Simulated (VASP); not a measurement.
# BeAu2S2 (Immm) in VASP: a series of runs

Runs on BeAu2S2. Level: PBE. Tasks: single point, relaxation of cell and atoms.

All numbers are computed with VASP 6.6.1; they aren't measurements. Logs are shortened: lines on timing, memory, paths and dates and some standing lists are left out, and cuts for length are marked.

## Step 1: The cell of the first run

The structure is orthorhombic, space group Immm (No. 71). Conventional cell: a = 3.146 Å, b = 4.722 Å, c = 15.061 Å, α = 90.00°, β = 90.00°, γ = 90.00°. Within 2.7 Å of Be (site symmetry mmm) lie 4 S at 2.02 Å. Within 2.7 Å of S (site symmetry m2m) lie 2 Be at 2.02 Å and 2 S at 2.17 to 2.55 Å. Within 3.7 Å of Au (site symmetry mm2) lie 6 Au at 2.84 to 3.15 Å.

The cell was generated, and may not be a known phase.

## Step 2: Single point, PBE

INCAR reads:

```
PREC = Accurate ; ENCUT = 520
EDIFF = 1E-6 ; ISMEAR = 0
SIGMA = 0.1 ; LREAL = False
LASPH = True ; NELM = 80
ALGO = Normal ; ISIF = 2
LWAVE = False ; LCHARG = False
GGA = PE ; NBANDS = 26
```

KPOINTS reads:

```
Automatic mesh
0
Gamma
  6 6 6
```

POSCAR reads:

```
BeAu2S2
1.0
   -1.5730255198      2.3609710670      7.5303596224
    1.5730255198     -2.3609710670      7.5303596224
    1.5730255198      2.3609710670     -7.5303596224
Be S Au
1 2 2
Direct
    0.0000000000      0.0000000000      0.0000000000
    0.7301911569      0.5000000000      0.2301911569
    0.2698088431      0.5000000000      0.7698088431
    0.2490114589      0.7490114589      0.5000000000
    0.7509885411      0.2509885411      0.5000000000
```

Potentials or basis: VASP PAW PBE potentials, release 64 (Be, S, Au).

Started as:

```sh
cat potpaw_PBE.64/Be/POTCAR potpaw_PBE.64/S/POTCAR potpaw_PBE.64/Au/POTCAR > POTCAR
mpirun -np 1 vasp_std > vasp.out
```

OUTCAR:

```text
PREC = Accurate
   ENCUT = 520
   EDIFF = 1E-6
   ISMEAR = 0
   LREAL = False
   LASPH = True
   NELM = 80
   ISIF = 2
   GGA = PE

 ion  position               nearest neighbor table
   1  0.000  0.000  0.000-   3 2.02   2 2.02   3 2.02   2 2.02
   2  0.730  0.500  0.230-   1 2.02   1 2.02   3 2.17   3 2.55
   3  0.270  0.500  0.770-   1 2.02   1 2.02   2 2.17   2 2.55
   4  0.249  0.749  0.500-   5 2.84   5 2.84   5 2.84   5 2.84
   5  0.751  0.251  0.500-   4 2.84   4 2.84   4 2.84   4 2.84

  LATTYP: Found a body centered orthorhombic cell.
 ALAT       =     3.1460510396
 B/A-ratio  =     1.5009108481
 C/A-ratio  =     4.7871821071

  Lattice vectors:

 A1 = (  -1.5730255198,   2.3609710670,   7.5303596224)
 A2 = (   1.5730255198,  -2.3609710670,   7.5303596224)
 A3 = (   1.5730255198,   2.3609710670,  -7.5303596224)

Analysis of symmetry for initial positions (statically):
=====================================================================
 Subroutine PRICEL returns:
 Original cell was already a primitive cell.

 Routine SETGRP: Setting up the symmetry group for a
 body centered orthorhombic supercell.

 Subroutine GETGRP returns: Found  8 space group operations
 (whereof  8 operations were pure point group operations)
 out of a pool of  8 trial point group operations.

The static configuration has the point symmetry D_2h.

Analysis of symmetry for dynamics (positions and initial velocities):
=====================================================================
 Subroutine PRICEL returns:
 Original cell was already a primitive cell.

 Routine SETGRP: Setting up the symmetry group for a
 body centered orthorhombic supercell.

 Subroutine GETGRP returns: Found  8 space group operations
 (whereof  8 operations were pure point group operations)
 out of a pool of  8 trial point group operations.

The dynamic configuration has the point symmetry D_2h.

 Subroutine INISYM returns: Found  8 space group operations
 (whereof  8 operations are pure point group operations),
 and found     1 'primitive' translations

----------------------------------------------------------------------------------------

                                     Primitive cell

  volume of cell :     111.8670

  direct lattice vectors                    reciprocal lattice vectors
    -1.573025520  2.360971067  7.530359622     0.000000000  0.211777267  0.066397891
     1.573025520 -2.360971067  7.530359622     0.317858797  0.000000000  0.066397891
     1.573025520  2.360971067 -7.530359622     0.317858797  0.211777267  0.000000000

  length of vectors
     8.047043538  8.047043538  8.047043538     0.221942089  0.324719718  0.381947412

  position of ions in fractional coordinates (direct lattice)
     0.000000000  0.000000000  0.000000000
     0.730191157  0.500000000  0.230191157
     0.269808843  0.500000000  0.769808843
     0.249011459  0.749011459  0.500000000
     0.750988541  0.250988541  0.500000000

  ion indices of the primitive-cell ions
   primitive index   ion index
                 1           1
                 2           2
                 3           3
                 4           4
                 5           5

----------------------------------------------------------------------------------------

 KPOINTS: Automatic mesh

Automatic generation of k-mesh.
 Grid dimensions read from file:
 generate k-points for:    6    6    6

 Generating k-lattice:

  Cartesian coordinates                     Fractional coordinates (reciprocal lattice)
     0.000000000  0.035296211  0.011066315     0.166666667  0.000000000  0.000000000
     0.052976466  0.000000000  0.011066315    -0.000000000  0.166666667  0.000000000
     0.052976466  0.035296211  0.000000000    -0.000000000  0.000000000  0.166666667

  Length of vectors
     0.036990348  0.054119953  0.063657902

  Shift w.r.t. Gamma in fractional coordinates (k-lattice)
     0.000000000  0.000000000  0.000000000

 Subroutine IBZKPT returns following result:
 ===========================================

 Found     46 irreducible k-points:

 Following reciprocal coordinates:
            Coordinates               Weight
  0.000000  0.000000  0.000000      1.000000
  0.166667 -0.000000  0.000000      4.000000
  0.333333  0.000000 -0.000000      4.000000
  0.500000 -0.000000  0.000000      2.000000
 -0.000000  0.166667  0.000000      4.000000
  0.166667  0.166667  0.000000      8.000000
[... 16 lines left out ...]
 -0.166667  0.166667  0.166667      2.000000
  0.166667  0.333333  0.166667      4.000000
 [... further k-points ...]
   k-points           NKPTS =     46   k-points in BZ     NKDIM =     46   number of bands    NBANDS=     26
   number of dos      NEDOS =    301   number of ions     NIONS =      5
   total plane-waves  NPLWV = 216000
   dimension x,y,z NGX =    60 NGY =   60 NGZ =   60
   dimension x,y,z NGXF=   120 NGYF=  120 NGZF=  120
   ions per type =               1   2   2
[... 38 lines left out ...]
   LHFCALC =     F    Hartree Fock is set to
   AEXX    =    0.0000 exact exchange contribution
   IVDW    =     0    specifies the selected vdW correction
   LEPSILON=     F    determine dielectric tensor
   LRPA    =     F    only Hartree local field effects (RPA)
 non-spin polarized calculation
 Gauss-broadening in eV      SIGMA  =   0.10
  energy-cutoff  :      520.00
  volume of cell :      111.87
 maximum number of plane-waves:      3034
   NGX = 29   NGY = 29   NGZ = 29

 number of electron      36.0000000 magnetization

 Free energy of the ion-electron system (eV)
  ---------------------------------------------------
  ext. energy  EPLUGINS =         0.00000000
  ---------------------------------------------------
  free energy    TOTEN  =       -17.74637270 eV

  energy without entropy =      -17.73757982  energy(sigma->0) =      -17.74197626

 E-fermi :   3.4508     XC(G=0):  -9.2208

 val. band max:        3.4184559109   @ k =   0.3333   0.1667   0.1667
 cond. band min:       3.4931121069   @ k =   0.5000   0.3333   0.0000
 fundamental gap:      0.0746561959
 Fermi energy:         3.4508246263

 k-point     1 :       0.0000    0.0000    0.0000
  band No.  band energies     occupation
      1     -12.2661      2.00000
      2      -7.7398      2.00000
      3      -4.5736      2.00000
      4      -2.9247      2.00000
      5      -1.5742      2.00000
      6      -1.2781      2.00000
[... 18 lines left out ...]
     25       9.4266      0.00000
     26      10.3218      0.00000

 k-point     2 :       0.1667   -0.0000    0.0000
  band No.  band energies     occupation
      1     -12.1105      2.00000
      2      -8.4872      2.00000
      3      -3.5575      2.00000
      4      -2.6625      2.00000
      5      -1.4644      2.00000
      6      -1.1300      2.00000
[... 18 lines left out ...]
     25      10.2334      0.00000
     26      10.5131      0.00000

 k-point     3 :       0.3333    0.0000   -0.0000
  band No.  band energies     occupation
      1     -11.6594      2.00000
      2      -9.6721      2.00000
      3      -1.9295      2.00000
      4      -1.6182      2.00000
      5      -1.1868      2.00000
      6      -0.6989      2.00000
[... 18 lines left out ...]
     25      10.0957      0.00000
     26      11.5039      0.00000

 k-point     4 :       0.5000   -0.0000    0.0000
  band No.  band energies     occupation
      1     -11.1643      2.00000
      2     -10.4398      2.00000
      3      -1.1240      2.00000
      4      -1.1134      2.00000
      5      -0.1785      2.00000
      6      -0.1583      2.00000
[... 18 lines left out ...]
     25      10.6349      0.00000
     26      12.6942      0.00000
[... 496 lines left out ...]
      1     -10.4673      2.00000
      2      -9.9011      2.00000
      3      -1.7922      2.00000
      4      -1.7425      2.00000
      5      -1.5267      2.00000
      6      -1.5226      2.00000
[... 18 lines left out ...]
     25       9.8729      0.00000
     26      10.8462      0.00000

 k-point    23 :      -0.1667    0.1667    0.1667
  band No.  band energies     occupation
      1     -11.6846      2.00000
      2      -6.8142      2.00000
      3      -4.3341      2.00000
      4      -2.8379      2.00000
      5      -1.0544      2.00000
      6      -0.7342      2.00000
[... 18 lines left out ...]
     25      10.2801      0.00000
     26      10.9611      0.00000

 k-point    24 :       0.1667    0.3333    0.1667
  band No.  band energies     occupation
      1     -10.7916      2.00000
      2      -8.7574      2.00000
      3      -3.1208      2.00000
      4      -1.8147      2.00000
      5      -1.6184      2.00000
      6      -1.6162      2.00000
[... 18 lines left out ...]
     25       9.2713      0.00000
     26      10.3659      0.00000

 [... further k-points ...]

------------------------ aborting loop because EDIFF is reached ----------------------------------------

  FORCE on cell =-STRESS in cart. coord.  units (eV):
  Direction    XX          YY          ZZ          XY          YZ          ZX
  --------------------------------------------------------------------------------------
  -------------------------------------------------------------------------------------
  Total       -0.0481846     -0.0795206     -0.0234982      0.0000000      0.0000000      0.0000000
  in kB       -0.6901067     -1.1389066     -0.3365446      0.0000000      0.0000000      0.0000000
  external PRESSURE =      -0.7218526 kB  Pullay stress =       0.0000000 kB

 VOLUME and BASIS-vectors are now :
 -----------------------------------------------------------------------------
  energy-cutoff  :      520.00
  volume of cell :      111.87
      direct lattice vectors                 reciprocal lattice vectors
    -1.573025520  2.360971067  7.530359622     0.000000000  0.211777267  0.066397891
     1.573025520 -2.360971067  7.530359622     0.317858797  0.000000000  0.066397891
     1.573025520  2.360971067 -7.530359622     0.317858797  0.211777267  0.000000000

 POSITION                                       TOTAL-FORCE (eV/Angst)
 -----------------------------------------------------------------------------------
      0.00000      0.00000      0.00000        -0.000000      0.000000     -0.000000
     -0.00000      1.08695      7.53036        -0.000000     -0.030757      0.000000
      1.57303      1.27402      0.00000        -0.000000      0.030757      0.000000
      1.57303      0.00000      3.75029         0.000000     -0.000000     -0.001928
      0.00000      2.36097      3.78007        -0.000000     -0.000000      0.001928
 -----------------------------------------------------------------------------------
    total drift:                                0.000000      0.000000      0.000000

  FREE ENERGIE OF THE ION-ELECTRON SYSTEM (eV)
  ---------------------------------------------------
  free  energy   TOTEN  =       -17.7463727048 eV

  energy  without entropy=      -17.7375798189  energy(sigma->0) =      -17.74197626
```

Run time: 5.7 min. Hardware: 1 thread of Intel Xeon Platinum 8259CL at 2.50GHz (Skylake/Cascade Lake), shared host; peak memory 0.54 GiB.

What came out:

| Item | Value |
| --- | --- |
| Free energy | -17.7464 eV |
| Pressure | -0.1 GPa |
| Largest force | 0.031 eV/Å |
| Band gap on the k mesh | zero (bands 18 and 19 overlap by 2.19 eV) |

Forces in eV/Å, atoms in the order of the input:
```
Be   0.000  0.000  0.000
S    0.000 -0.031  0.000
S    0.000  0.031  0.000
Au   0.000  0.000 -0.002
Au   0.000  0.000  0.002
```

Caveat: spin-orbit coupling is left out, which moves the levels of the heavy elements.

## Step 3: Single point, PBE

This run uses another cell than the first one, of 19.40 Å³/atom.

INCAR reads:

```
SYSTEM = BeAu2S2
PREC = Accurate ; ENCUT = 520
EDIFF = 1E-7 ; ISMEAR = 0
SIGMA = 0.1 ; LREAL = .FALSE.
LASPH = .TRUE. ; NELM = 80
ALGO = Normal ; ISIF = 2
LWAVE = .FALSE. ; LCHARG = .FALSE.
GGA = PE ; NBANDS = 26
```

KPOINTS reads:

```
Automatic mesh
0
G
  6 6 6
  0 0 0
```

POSCAR reads:

```
BeAu2S2
1.0
   -2.0122549900      2.8476351700      4.2327265800
    2.0122549900     -2.8476351700      4.2327265800
    2.0122549900      2.8476351700     -4.2327265800
Be S Au
1 2 2
Direct
    0.0000000000      0.0000000000      0.0000000000
    0.7106999900      0.5000000000      0.2106999900
    0.2893000100      0.5000000000      0.7893000100
    0.2888699900      0.7888699900      0.5000000000
    0.7111300100      0.2111300100      0.5000000000
```

Potentials or basis: VASP PAW PBE potentials, release 64 (Be, S, Au).

Started as:

```sh
cat potpaw_PBE.64/Be/POTCAR potpaw_PBE.64/S/POTCAR potpaw_PBE.64/Au/POTCAR > POTCAR
mpirun -np 1 vasp_std > vasp.out
```

Wall time 3.4 min (1 thread of Intel Xeon Platinum 8259CL at 2.50GHz (Skylake/Cascade Lake), shared host); peak memory 0.31 GiB.

It converged, with:

- Free energy: -15.0151 eV
- Pressure: -7.4 GPa
- Largest force: 1.692 eV/Å
- Band gap on the k mesh: zero (bands 18 and 19 overlap by 1.32 eV)

Forces on the atoms (eV/Å):
```
Be   0.000  0.000  0.000
S    0.000  1.692  0.000
S    0.000 -1.692  0.000
Au   0.000  0.000 -0.667
Au   0.000  0.000  0.667
```

Stress tensor (GPa, compression positive):
```
-10.70   0.00   0.00
  0.00  -6.83   0.00
  0.00   0.00  -4.79
```

Levels at points of the mesh, in eV from the Fermi level:
```tsv
k point	band 16	band 17	band 18	band 19	band 20	band 21
(0.00, 0.00, 0.00)	-2.13	-1.34	-0.86	-0.01	0.96	2.12
(0.50, 0.00, 0.00)	-1.92	-1.75	-1.60	-0.14	1.44	2.04
(0.00, 0.50, 0.00)	-1.95	-1.00	-0.28	-0.12	1.55	2.45
(0.50, 0.50, 0.00)	-2.24	-1.89	-1.57	0.69	1.75	1.99
(0.50, 0.50, 0.50)	-1.24	-0.06	-0.03	0.98	1.25	1.73
```

Caveat: the stress differs along the axes, from -11 to -5 GPa; spin-orbit coupling is left out, which moves the levels of the heavy elements; forces of over 1 eV/Å act on the atoms, so gaps and moduli don't describe the material at rest.

## Step 4: Relaxation of cell and atoms, PBE

This run uses another cell than the first one, of 19.40 Å³/atom.

INCAR reads:

```
PREC = Accurate
ENCUT = 600
EDIFF = 1E-7
ISMEAR = 0
SIGMA = 0.1
LREAL = F
LASPH = T
NELM = 80
ALGO = Normal
ISIF = 3
LWAVE = F
LCHARG = F
GGA = PE
IBRION = 2
NSW = 90
EDIFFG = -0.04
```

KPOINTS reads:

```
Automatic mesh
0
Gamma
  6 6 6
```

POSCAR is that of step 3.

Started as:

```sh
cat potpaw_PBE.64/Be/POTCAR potpaw_PBE.64/S/POTCAR potpaw_PBE.64/Au/POTCAR > POTCAR
mpirun -np 1 vasp_std > vasp.out
```

Wall time 74 min (1 thread of Intel Xeon Platinum 8259CL at 2.50GHz (Skylake/Cascade Lake), shared host); peak memory 0.46 GiB.

It converged, with:

* Free energy: -17.4970 eV
* Relaxed volume: 16.31 Å³/atom
* Relaxed cell: a = 5.510 Å, b = 5.510 Å, c = 5.510 Å, α = 149.42°, β = 100.10°, γ = 87.92°
* Space group after relaxing (to 0.1 Å): Immm (No. 71)
* Energy gained by relaxing: 496.3 meV/atom
* Ionic steps: 34
* Pressure after relaxing: 0.1 GPa
* Largest force after relaxing: 0.012 eV/Å
* Band gap on the k mesh: zero (bands 18 and 19 overlap by 1.71 eV)

Forces in eV/Å, atoms in the order of the input:
```
Be   0.000  0.000  0.000
S    0.000  0.012  0.000
S    0.000 -0.012  0.000
Au   0.000  0.000 -0.010
Au   0.000  0.000  0.010
```

Stress tensor (GPa, compression positive):
```
0.26 0.00 0.00
0.00 0.09 0.00
0.00 0.00 0.03
```

Step by step:
| step | energy change (eV) | largest force (eV/Å) | pressure (GPa) | volume (Å³) |
| --- | --- | --- | --- | --- |
| 1 | 0.0000 | 1.6930 | -7.39 | 97.02 |
| 2 | -0.7314 | 1.5943 | -0.02 | 84.95 |
| 3 | -0.8338 | 1.2339 | 6.07 | 79.60 |
| 4 | -1.3124 | 0.3566 | 7.50 | 78.55 |
| 5 | -1.4333 | 1.3191 | 10.05 | 77.61 |
| 6 | -1.8619 | 1.0559 | 2.22 | 83.87 |
| 7 | -1.8971 | 0.8952 | -0.46 | 87.31 |
| 8 | -1.8991 | 0.9191 | -0.08 | 86.73 |
| 9 | -1.9553 | 0.5376 | -0.62 | 86.37 |
| 10 | -2.0041 | 0.3021 | -1.51 | 85.55 |
| 11 | -2.0529 | 0.3312 | 0.29 | 83.28 |
| 12 | -2.1040 | 0.3880 | 7.72 | 76.49 |
| 13 | -2.1165 | 0.3903 | 3.95 | 79.48 |
| 14 | -2.1216 | 0.3991 | 5.26 | 78.34 |
| 15 | -2.1336 | 0.4052 | 5.49 | 78.10 |
| 16 | -2.1616 | 0.4166 | 6.31 | 77.36 |
| 17 | -2.1730 | 0.3710 | 8.38 | 75.83 |
| 18 | -2.2201 | 0.3778 | 7.28 | 76.43 |
| 19 | -2.3261 | 0.3841 | 4.34 | 78.24 |
| 20 | -2.4054 | 0.4234 | -0.25 | 81.79 |
| 21 | -2.4057 | 0.4288 | -0.48 | 82.01 |
| 22 | -2.4135 | 0.3869 | -0.35 | 81.94 |
| 23 | -2.4326 | 0.2577 | 0.10 | 81.72 |
| 24 | -2.4516 | 0.3183 | 1.14 | 81.26 |
| 25 | -2.4628 | 0.2266 | 0.10 | 82.11 |
| 26 | -2.4661 | 0.1518 | -0.78 | 82.88 |
| 27 | -2.4713 | 0.1224 | -0.51 | 82.58 |
| 28 | -2.4762 | 0.0564 | 0.19 | 81.88 |
| 29 | -2.4791 | 0.0138 | -0.08 | 81.96 |
| 30 | -2.4798 | 0.0167 | -0.26 | 82.01 |
| 31 | -2.4799 | 0.0294 | -0.34 | 82.03 |
| 32 | -2.4809 | 0.0130 | 0.24 | 81.48 |
| 33 | -2.4809 | 0.0133 | 0.23 | 81.49 |
| 34 | -2.4817 | 0.0121 | 0.13 | 81.54 |

Final structure:
```
CELL_PARAMETERS angstrom
-1.45288 3.53799 3.96592
1.45288 -3.53799 3.96592
1.45288 3.53799 -3.96592
ATOMIC_POSITIONS crystal
Be 0.00000 0.00000 0.00000
S 0.75564 0.50000 0.25564
S 0.24436 0.50000 0.74436
Au 0.26981 0.76981 0.50000
Au 0.73019 0.23019 0.50000
```

Levels at points of the mesh, in eV from the Fermi level:
```
           k point  band 14  band 15  band 16  band 17  band 18  band 19  band 20  band 21  band 22
(0.00, 0.00, 0.00)    -2.97    -2.74    -2.67    -2.06    -1.98     0.61     1.03     6.00     6.58
(0.50, 0.00, 0.00)    -2.86    -2.83    -2.49     0.32     0.77     1.24     1.64     3.63     4.57
(0.00, 0.50, 0.00)    -3.01    -1.96    -1.65    -0.73    -0.50     0.79     0.92     3.70     4.21
(0.50, 0.50, 0.00)    -2.70    -2.00    -1.97    -1.91    -0.87     1.73     2.27     2.77     2.84
(0.50, 0.50, 0.50)    -2.70    -0.86    -0.20     0.24     0.72     1.83     2.31     2.77     2.83
```

Caveat: the volume moved by over 15 % at a fixed basis, so the end points are rough; spin-orbit coupling is left out, which moves the levels of the heavy elements.

## Step 5: The runs side by side

| task | cell | cutoff (eV) | gap on the mesh (eV) | pressure (GPa) | largest force (eV/Å) |
| --- | --- | --- | --- | --- | --- |
| single point | a = 8.047 Å, angles 157.5, 145.9, 41.3°, 5 atoms, atomic positions A | 520 | none | -0.1 | 0.03 |
| single point | a = 5.484 Å, angles 136.9, 117.4, 79.0°, 5 atoms, atomic positions B | 520 | none | -7.4 | 1.69 |
| relaxation of cell and atoms | relaxed from a = 5.484 Å, angles 136.9, 117.4, 79.0°, 5 atoms, atomic positions B | 600 | none | 0.1 | 0.01 |

Alike in all rows: level PBE; potentials or basis VASP PAW PBE potentials, release 64 (Be, S, Au); no spin polarisation; k mesh 6 × 6 × 6; smearing gaussian 0.1 eV.

Caveats: spin-orbit coupling is left out, which moves the levels of the heavy elements; the stress differs along the axes, from -11 to -5 GPa (at least some runs); forces of over 1 eV/Å act on the atoms, so gaps and moduli don't describe the material at rest (at least some runs); the volume moved by over 15 % at a fixed basis, so the end points are rough (at least some runs).

Absolute energies hang on the potentials; compare differences alone.

The gap in the log of VASP goes by the Fermi energy; the results here count the filled bands.